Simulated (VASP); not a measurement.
# Ta (Im-3m) in VASP: single point with PBE

Aim: the single point of Ta with PBE.

Everything below comes from runs of VASP 6.6.1. Logs are shortened: lines on timing, memory, paths and dates and some standing lists are left out, and cuts for length are marked.

### Step 1. The cell of the first run

Symmetry: Im-3m, No. 229, cubic system. Conventional cell: a = 3.319 Å, b = 3.319 Å, c = 3.319 Å, α = 90.00°, β = 90.00°, γ = 90.00°. Within 3.8 Å of Ta (site symmetry m-3m) lie 14 Ta at 2.87 to 3.32 Å.

### Step 2. Single point, PBE

INCAR

```
PREC = Accurate
ENCUT = 520
EDIFF = 1E-6
ISMEAR = 0
SIGMA = 0.05
LREAL = F
LASPH = T
NELM = 100
ALGO = Normal
ISIF = 2
LWAVE = F
LCHARG = T
GGA = PE
LELF = T
LVHAR = T
NBANDS = 12
```

KPOINTS

```
Automatic mesh
0
Gamma
  14 14 14
```

POSCAR

```
Ta
1.0
   -1.6593554581      1.6593554581      1.6593554581
    1.6593554581     -1.6593554581      1.6593554581
    1.6593554581      1.6593554581     -1.6593554581
Ta
1
Direct
    0.0000000000      0.0000000000      0.0000000000
```

Potentials or basis: VASP PAW PBE potentials, release 64 (Ta_pv).

The run is started by

```bash
$ cat potpaw_PBE.64/Ta_pv/POTCAR > POTCAR
$ mpirun -np 1 vasp_std > vasp.out
```

OUTCAR:

```text
PREC = Accurate
   ENCUT = 520
   EDIFF = 1E-6
   ISMEAR = 0
   LREAL = F
   LASPH = T
   NELM = 100
   ISIF = 2
   GGA = PE

 ion  position               nearest neighbor table
   1  0.000  0.000  0.000-

  LATTYP: Found a body centered cubic cell.
 ALAT       =     3.3187109162

  Lattice vectors:

 A1 = (  -1.6593554581,   1.6593554581,   1.6593554581)
 A2 = (   1.6593554581,  -1.6593554581,   1.6593554581)
 A3 = (   1.6593554581,   1.6593554581,  -1.6593554581)

Analysis of symmetry for initial positions (statically):
=====================================================================
 Subroutine PRICEL returns:
 Original cell was already a primitive cell.

 Routine SETGRP: Setting up the symmetry group for a
 body centered cubic supercell.

 Subroutine GETGRP returns: Found 48 space group operations
 (whereof 48 operations were pure point group operations)
 out of a pool of 48 trial point group operations.

The static configuration has the point symmetry O_h .

Analysis of symmetry for dynamics (positions and initial velocities):
=====================================================================
 Subroutine PRICEL returns:
 Original cell was already a primitive cell.

 Routine SETGRP: Setting up the symmetry group for a
 body centered cubic supercell.

 Subroutine GETGRP returns: Found 48 space group operations
 (whereof 48 operations were pure point group operations)
 out of a pool of 48 trial point group operations.

The dynamic configuration has the point symmetry O_h .

 Subroutine INISYM returns: Found 48 space group operations
 (whereof 48 operations are pure point group operations),
 and found     1 'primitive' translations

----------------------------------------------------------------------------------------

                                     Primitive cell

  volume of cell :      18.2759

  direct lattice vectors                    reciprocal lattice vectors
    -1.659355458  1.659355458  1.659355458     0.000000000  0.301321816  0.301321816
     1.659355458 -1.659355458  1.659355458     0.301321816  0.000000000  0.301321816
     1.659355458  1.659355458 -1.659355458     0.301321816  0.301321816  0.000000000

  length of vectors
     2.874087961  2.874087961  2.874087961     0.426133399  0.426133399  0.426133399

  position of ions in fractional coordinates (direct lattice)
     0.000000000  0.000000000  0.000000000

  ion indices of the primitive-cell ions
   primitive index   ion index
                 1           1

----------------------------------------------------------------------------------------

 KPOINTS: Automatic mesh

Automatic generation of k-mesh.
 Grid dimensions read from file:
 generate k-points for:   14   14   14

 Generating k-lattice:

  Cartesian coordinates                     Fractional coordinates (reciprocal lattice)
     0.000000000  0.021522987  0.021522987     0.071428571  0.000000000  0.000000000
     0.021522987  0.000000000  0.021522987     0.000000000  0.071428571  0.000000000
     0.021522987  0.021522987  0.000000000     0.000000000  0.000000000  0.071428571

  Length of vectors
     0.030438100  0.030438100  0.030438100

  Shift w.r.t. Gamma in fractional coordinates (k-lattice)
     0.000000000  0.000000000  0.000000000

 Subroutine IBZKPT returns following result:
 ===========================================

 Found    104 irreducible k-points:

 Following reciprocal coordinates:
            Coordinates               Weight
  0.000000  0.000000  0.000000      1.000000
  0.071429  0.000000  0.000000     12.000000
  0.142857  0.000000  0.000000     12.000000
  0.214286  0.000000  0.000000     12.000000
  0.285714  0.000000  0.000000     12.000000
  0.357143  0.000000  0.000000     12.000000
[... 16 lines left out ...]
  0.285714  0.285714  0.000000     24.000000
  0.357143  0.285714  0.000000     24.000000
 [... further k-points ...]
   k-points           NKPTS =    104   k-points in BZ     NKDIM =    104   number of bands    NBANDS=     12
   number of dos      NEDOS =    301   number of ions     NIONS =      1
   total plane-waves  NPLWV =  13824
   dimension x,y,z NGX =    24 NGY =   24 NGZ =   24
   dimension x,y,z NGXF=    48 NGYF=   48 NGZF=   48
   ions per type =               1
   NGX,Y,Z   is equivalent  to a cutoff of  13.88, 13.88, 13.88 a.u.
   NGXF,Y,Z  is equivalent  to a cutoff of  27.76, 27.76, 27.76 a.u.
 SYSTEM =  unknown system
   PREC   = accura    normal or accurate (medium, high low for compatibility)
   ISTART =      0    job   : 0-new  1-cont  2-samecut
   ICHARG =      2    charge: 1-file 2-atom 10-const
   ISPIN  =      1    spin polarized calculation?
   LNONCOLLINEAR =      F non collinear calculations
   LSORBIT =      F    spin-orbit coupling
   LASPH  =      T    aspherical Exc in radial PAW
   ENCUT  =  520.0 eV  38.22 Ry    6.18 a.u.   5.34  5.34  5.34*2*pi/ulx,y,z
   NELM   =    100;   NELMIN=  2; NELMDL= -5     # of ELM steps
   EDIFF  = 0.1E-05   stopping-criterion for ELM
   LREAL  =      F    real-space projection
   EDIFFG = 0.1E-04   stopping-criterion for IOM
   NSW    =      0    number of steps for IOM
   IBRION =     -1    ionic relax: 0-MD 1-quasi-New 2-CG
   NFREE  =      0    steps in history (QN), initial steepest desc. (CG)
   ISIF   =      2    stress and relaxation
   ISYM   =      2    0-nonsym 1-usesym 2-fastsym
   POTIM  = 0.5000    time-step for ionic-motion
   TEBEG  =    0.0;   TEEND  =   0.0 temperature during run
   PSTRESS=    0.0 pullay stress
   NELECT =      11.0000    total number of electrons
   NUPDOWN=      -1.0000    fix difference up-down
   EMIN   =  10.00;   EMAX   =-10.00  energy-range for DOS
   EFERMI =   0.00;   METHOD = LEGACY
   ISMEAR =     0;   SIGMA  =   0.05  broadening in eV -4-tet -1-fermi 0-gaus
   EFERMI_NEDOS =   21; number of points for ismear=-14 and -15
   IALGO  =     38    algorithm
   IMIX   =      4    mixing-type and parameters
     AMIX     =   0.40;   BMIX     =  1.00
     AMIX_MAG =   1.60;   BMIX_MAG =  1.00
  volume/ion in A,a.u.               =      18.28       123.33
  Fermi-wavevector in a.u.,A,eV,Ry     =   1.382228  2.612032 25.994662  1.910554
  Thomas-Fermi vector in A             =   2.506939
   LORBIT       =      0    0 simple, 1 ext, 2 COOP (PROOUT), +10 PAW based schemes
   GGA     = PE    functional components
   LHFCALC =     F    Hartree Fock is set to
   AEXX    =    0.0000 exact exchange contribution
   IVDW    =     0    specifies the selected vdW correction
   LEPSILON=     F    determine dielectric tensor
   LRPA    =     F    only Hartree local field effects (RPA)
 non-spin polarized calculation
 Gauss-broadening in eV      SIGMA  =   0.05
  energy-cutoff  :      520.00
  volume of cell :       18.28
 maximum number of plane-waves:       531
 NGX is ok and might be reduce to    24
   NGX = 11   NGY = 11   NGZ = 11

 number of electron      11.0000001 magnetization

 Free energy of the ion-electron system (eV)
  ---------------------------------------------------
  ext. energy  EPLUGINS =         0.00000000
  ---------------------------------------------------
  free energy    TOTEN  =       -11.82001038 eV

  energy without entropy =      -11.81878663  energy(sigma->0) =      -11.81939850

 E-fermi :   5.3554     XC(G=0): -12.5440

 val. band max:        5.3382135719   @ k =  -0.3571   0.4286   0.1429
 cond. band min:       5.3644220220   @ k =   0.3571   0.1429   0.1429
 fundamental gap:      0.0262084501
 Fermi energy:         5.3554162581

 k-point     1 :       0.0000    0.0000    0.0000
  band No.  band energies     occupation
      1     -27.7622      2.00000
      2     -27.7622      2.00000
      3     -27.7622      2.00000
      4      -2.4913      2.00000
      5       6.1022      0.00000
      6       6.1022      0.00000
      7       6.1022      0.00000
      8       9.3241      0.00000
      9       9.3241      0.00000
     10      20.0148      0.00000
     11      20.3111      0.00000
     12      20.3111      0.00000

 k-point     2 :       0.0714    0.0000    0.0000
  band No.  band energies     occupation
      1     -27.8223      2.00000
      2     -27.7807      2.00000
      3     -27.7625      2.00000
      4      -2.2677      2.00000
      5       5.9578      0.00000
      6       6.0582      0.00000
      7       6.3213      0.00000
      8       9.0966      0.00000
      9       9.3252      0.00000
     10      20.0147      0.00000
     11      20.5091      0.00000
     12      20.7036      0.00000

 k-point     3 :       0.1429    0.0000    0.0000
  band No.  band energies     occupation
      1     -27.9876      2.00000
      2     -27.8324      2.00000
      3     -27.7633      2.00000
      4      -1.6350      2.00000
      5       5.5797      0.00000
      6       5.8535      0.00000
      7       6.9674      0.00000
      8       8.7267      0.00000
      9       9.3473      0.00000
     10      20.0142      0.00000
     11      20.9208      0.00000
     12      21.8202      0.00000
[... 286 lines left out ...]
 k-point    23 :       0.2857    0.2857    0.0000
  band No.  band energies     occupation
      1     -28.6633      2.00000
      2     -28.3664      2.00000
      3     -27.8962      2.00000
      4       2.7111      2.00000
      5       3.9907      2.00000
      6       4.7943      2.00000
      7       9.3062      0.00000
      8      10.0666      0.00000
      9      14.8969      0.00000
     10      15.1801      0.00000
     11      19.0054      0.00000
     12      20.0196      0.00000

 k-point    24 :       0.3571    0.2857    0.0000
  band No.  band energies     occupation
      1     -28.6205      2.00000
      2     -28.4497      2.00000
      3     -27.9022      2.00000
      4       2.8566      2.00000
      5       4.1304      2.00000
      6       4.6617      2.00000
      7       9.5315      0.00000
      8      10.0917      0.00000
      9      14.1445      0.00000
     10      16.2721      0.00000
     11      18.0480      0.00000
     12      20.0193      0.00000

 [... further k-points ...]
[... 5 lines left out ...]
  --------------------------------------------------------------------------------------
  -------------------------------------------------------------------------------------
  Total        0.0115004      0.0115004      0.0115004      0.0000000      0.0000000     -0.0000000
  in kB        1.0081975      1.0081975      1.0081975      0.0000000      0.0000000     -0.0000000
  external PRESSURE =       1.0081975 kB  Pullay stress =       0.0000000 kB

 VOLUME and BASIS-vectors are now :
 -----------------------------------------------------------------------------
  energy-cutoff  :      520.00
  volume of cell :       18.28
      direct lattice vectors                 reciprocal lattice vectors
    -1.659355458  1.659355458  1.659355458     0.000000000  0.301321816  0.301321816
     1.659355458 -1.659355458  1.659355458     0.301321816  0.000000000  0.301321816
     1.659355458  1.659355458 -1.659355458     0.301321816  0.301321816  0.000000000

 POSITION                                       TOTAL-FORCE (eV/Angst)
 -----------------------------------------------------------------------------------
      0.00000      0.00000      0.00000         0.000000      0.000000      0.000000
 -----------------------------------------------------------------------------------
    total drift:                               -0.000000      0.000000      0.000000

  FREE ENERGIE OF THE ION-ELECTRON SYSTEM (eV)
  ---------------------------------------------------
  free  energy   TOTEN  =       -11.8200103787 eV

  energy  without entropy=      -11.8187866252  energy(sigma->0) =      -11.81939850
```

Wall time 7.4 s (1 thread of Intel Xeon 6975P-C (Granite Rapids), shared host); peak memory 0.15 GiB.

Results:

```
Free energy : -11.8200 eV
Pressure    : 0.1 GPa
```

Caveat: spin-orbit coupling is left out, which moves the levels of the heavy elements.
